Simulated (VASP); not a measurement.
Here is a VASP 6.6.1 calculation.

INCAR

```
PREC = Accurate
ENCUT = 520
EDIFF = 1E-7
ISMEAR = 0
SIGMA = 0.15
LREAL = False
LASPH = True
NELM = 80
ALGO = Fast
ISIF = 2
LWAVE = False
LCHARG = False
GGA = PE
NBANDS = 28
```

File KPOINTS:

```
regular mesh
0
Gamma
  18 18 6
```

The input POSCAR:

```
Pd
1.0
    2.8214073295      0.0000000000      0.0000000000
   -1.4107036648      2.4434104218      0.0000000000
    0.0000000000      0.0000000000      9.1786947690
Pd
4
Direct
    0.0000000000      0.0000000000      0.0000000000
    0.3333333333      0.6666666667      0.2500000000
    0.0000000000      0.0000000000      0.5000000000
    0.6666666667      0.3333333333      0.7500000000
```

Potentials or basis: VASP PAW PBE potentials, release 64 (Pd).

Launch:

```console
$ cat potpaw_PBE.64/Pd/POTCAR > POTCAR
$ mpirun -np 1 vasp_std > vasp.out
```

Q: Estimate the band gap on the k mesh.

A: Zero (band 20 reaches 8.84 eV, above the bottom of band 21 at 8.00 eV).

Q: Estimate the pressure.

A: -4.7 GPa.

Stress tensor (GPa, compression positive):
```
-5.22  0.00  0.00
 0.00 -5.22  0.00
 0.00  0.00 -3.69
```

Caveat: the cell differs from its parent crystal (strain +0.0150 x Voigt [1, 1, 0, 0, 0, 0]).
